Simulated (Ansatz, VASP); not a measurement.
**One calculation of P, two programs**

INCAR

```
PREC     = Accurate       # precision mode
ENCUT    = 520            # plane-wave cutoff, eV
EDIFF    = 1E-7           # SCF threshold, eV
ISMEAR   = -1             # smearing method
SIGMA    = 0.05           # smearing width, eV
LREAL    = False          # projectors in reciprocal space
LASPH    = True           # aspherical terms in the spheres
NELM     = 60             # most SCF steps
ALGO     = Normal         # electronic algorithm
ISIF     = 2              # what is computed and relaxed
LWAVE    = False          # write WAVECAR
LCHARG   = False          # write CHGCAR
GGA      = B5             # functional
ALDAX    = 1.0          
AGGAX    = 1.0          
AGGAC    = 1.0          
ALDAC    = 0.0          
NBANDS   = 18             # bands
```

KPOINTS

```
Automatic mesh
0
Gamma
  9 9 6
```

Contents of POSCAR:

```
P
1.0
    1.6372619199     -8.4509453711      0.0000000000
    1.6372619199      8.4509453711      0.0000000000
    0.0000000000      0.0000000000      4.7274201669
P
4
Direct
    0.0607075126      0.9392924874      0.9043653908
    0.5607075126      0.4392924874      0.5956346092
    0.9392924874      0.0607075126      0.0956346092
    0.4392924874      0.5607075126      0.4043653908
```

Input for Ansatz:

```yaml
crystal:
  lattice:
    - [1.6372619199, -8.4509453711, 0.0]
    - [1.6372619199, 8.4509453711, 0.0]
    - [0.0, 0.0, 4.7274201669]
  atoms:
    - { symbol: P, position: [0.0607075126, 0.9392924874, 0.9043653908] }
    - { symbol: P, position: [0.5607075126, 0.4392924874, 0.5956346092] }
    - { symbol: P, position: [0.9392924874, 0.0607075126, 0.0956346092] }
    - { symbol: P, position: [0.4392924874, 0.5607075126, 0.4043653908] }
hamiltonian:
  xc: blyp
  pseudopotentials:
    kind: paw
    azcp:
      P: "pseudopotentials/P.paw.azcp"
basis:
  ecutwfc: 420
  fft_grid_basis: typed
kpoints:
  mp_grid: { grid: [9, 9, 6], shift: [0, 0, 0] }
magnetization:
  spin_polarized: false
scf:
  occupations: { method: fermi_dirac, width: 0.05 }
output:
  stress: true
```

Alike in both runs: task single point; functional BLYP; k mesh 9 × 9 × 6; occupations fermi-dirac, width 0.05 eV; no spin polarisation.

```csv
,VASP,Ansatz
version,VASP 6.6.1,Ansatz 0.2.0
potentials or method,"VASP PAW PBE potentials, release 64 (P), cutoff 520 eV","plane waves (420 eV) with PAW, scalar-relativistic"
valence electrons in the cell,20,20
```

```tsv
	VASP	Ansatz	Ansatz less VASP
pressure (GPa)	3.4	3.6	+0.11
traceless stress, the component that is largest in VASP (GPa)	-0.92	-0.92	-0.005
```

VASP's potentials were made for PBE, not for BLYP.
